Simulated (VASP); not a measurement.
The system is Ir.

```xyz
1
Lattice="0.0000 1.9156 1.9156 1.9156 0.0000 1.9156 1.9156 1.9156 0.0000" Properties=species:S:1:pos:R:3 pbc="T T T"
Ir    0.0000    0.0000    0.0000
```

Base run:

* Program: VASP 6.6.1
* Functional: PBE
* Potentials or basis: VASP PAW PBE potentials, release 64 (Ir)
* Cutoff: 500 eV
* k mesh: 13 × 13 × 13
* Occupations: fermi-dirac, width 0.05 eV
* Spin: no spin polarisation

Its results: pressure 12.5 GPa.

Question: After a change of settings the same cell gave: pressure 6.9 GPa. Which change was it?
A. functional from PBE to revPBE
B. functional from PBE to PBEsol
C. functional from PBE to LDA; potentials or basis from VASP PAW PBE potentials, release 64 (Ir) to VASP PAW LDA potentials, release 64 (Ir)
D. functional from PBE to r2SCAN; cutoff from 500 eV to 550 eV

Answer: D.

Caveats: the PAW data sets were made with another functional, which shifts forces and pressure a little (some runs).
